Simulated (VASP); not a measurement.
Here is a VASP 6.6.1 calculation.

File INCAR:

```
PREC = Accurate
ENCUT = 520
EDIFF = 1E-6
ISMEAR = 0
SIGMA = 0.01
LREAL = False
LASPH = True
NELM = 60
ALGO = Normal
ISIF = 2
LWAVE = False
LCHARG = False
GGA = PS
NBANDS = 26
```

The input KPOINTS:

```
regular mesh
0
Gamma
  8 8 3
```

File POSCAR:

```
Mg2ZnO3
1.0
    3.0329990000      0.0000000000      0.0000000000
   -1.5164990000      2.6266540000      0.0000000000
    0.0000000000      0.0000000000      7.4033160000
Mg Zn O
2 1 3
Direct
    0.3333333333      0.6666666667      0.6658000000
    0.6666666667      0.3333333333      0.3342000000
    0.0000000000      0.0000000000      0.0000000000
    0.3333333333      0.6666666667      0.1726190000
    0.6666666667      0.3333333333      0.8273810000
    0.0000000000      0.0000000000      0.5000000000
```

Potentials or basis: VASP PAW PBE potentials, release 64 (Mg, Zn, O).

Run with:

```console
$ cat potpaw_PBE.64/Mg/POTCAR potpaw_PBE.64/Zn/POTCAR potpaw_PBE.64/O/POTCAR > POTCAR
$ mpirun -np 1 vasp_std > vasp.out
```

**Question.** Predict the largest force.

**Answer.** 0.103 eV/Å.

**Question.** Estimate the pressure.

**Answer.** -5.8 GPa.

**Question.** What does it give for the band gap on the k mesh?

**Answer.** 2.80 eV, indirect (least direct gap 2.87 eV).

Stress tensor (GPa, compression positive):
```
-5.80  0.00  0.00
 0.00 -5.80  0.00
 0.00  0.00 -5.91
```

Caveat: the PAW data sets were made with another functional, which shifts forces and pressure a little. A k mesh can miss the band edges.
